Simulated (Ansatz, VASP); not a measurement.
## As: VASP beside Ansatz

```xyz
4
Lattice="2.9093 0.0000 0.0000 -1.4547 2.5195 0.0000 0.0000 0.0000 10.4815" Properties=species:S:1:pos:R:3 pbc="T T T"
As    0.0000    0.0000    0.0000
As    0.0000    0.0000    5.2408
As    0.0000    1.6797    7.8612
As    1.4547    0.8398    2.6204
```

Alike in both runs: functional r2SCAN; k mesh 18 × 18 × 6; occupations gaussian, width 0.1 eV; no spin polarisation.

Ansatz relaxed the structure, and its values are those at the end. VASP's run is a single point on that final structure, the one shown.

```csv
,VASP,Ansatz
version,VASP 6.6.1,Ansatz 0.2.0
potentials or method,"VASP PAW PBE potentials, release 64 (As), cutoff 520 eV","scalar-relativistic, plane waves, PAW"
valence electrons in the cell,20,60
```

|  | VASP | Ansatz | Ansatz less VASP |
| --- | --- | --- | --- |
| gap on the k mesh at the Fermi level (eV) | none | none | - |
| pressure (GPa) | -0.1 | 0.0 | +0.11 |

VASP's potentials were made for PBE, not for r2SCAN. A gap of «none» marks a metal or a gap that the smearing closes. The functional is the same, so the differences come from potentials, cutoffs and numerics. VASP's potentials hold 20 valence electrons a cell and Ansatz's 60, so a difference there can come from the potentials and not from the codes.
